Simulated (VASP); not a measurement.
Write the native input for VASP 6.6.1 that does the following.

* Task: single point
* Functional: PBE
* Potentials or basis: VASP PAW PBE potentials, release 64 (O, Li_sv)
* Cutoff: 750 eV
* k mesh: 7 × 7 × 7
* Occupations: gaussian, width 0.02 eV
* Spin: no spin polarisation
* Dipole correction: no
* Further INCAR settings: ALGO = Normal; EDIFF = 1e-06; NBANDS = 13

The structure of Li2O lies in POSCAR:

```
Li2O
1.0
    0.0000000000      2.3206642745      2.3206642745
    2.3206642745      0.0000000000      2.3206642745
    2.3206642745      2.3206642745      0.0000000000
O Li
1 2
Direct
    0.0000000000      0.0000000000      0.0000000000
    0.2500000000      0.2500000000      0.2500000000
    0.7500000000      0.7500000000      0.7500000000
```

The input as run:

INCAR

```
SYSTEM = Li2O
PREC = Accurate
ENCUT = 750
EDIFF = 1E-6
ISMEAR = 0
SIGMA = 0.02
LREAL = .False.
LASPH = .True.
NELM = 120
ALGO = Normal
ISIF = 2
LWAVE = .False.
LCHARG = .True.
GGA = PE
LELF = .True.
LVHAR = .True.
NBANDS = 13
GGA_COMPAT = .False.
```

KPOINTS

```
regular mesh
0
Gamma
  7 7 7
  0 0 0
```

Potentials or basis: VASP PAW PBE potentials, release 64 (O, Li_sv).

Run with:

```console
$ cat potpaw_PBE.64/O/POTCAR potpaw_PBE.64/Li_sv/POTCAR > POTCAR
$ mpirun -np 1 vasp_std > vasp.out
```

It gave:

| Quantity | Value |
| --- | --- |
| Pressure | -1.1 GPa |
| Band gap on the k mesh | 5.11 eV, indirect (least direct gap 5.16 eV) |

Run time: 9.2 s on 1 thread of Intel Xeon 6975P-C, with other jobs on the host, peak memory 0.16 GiB.
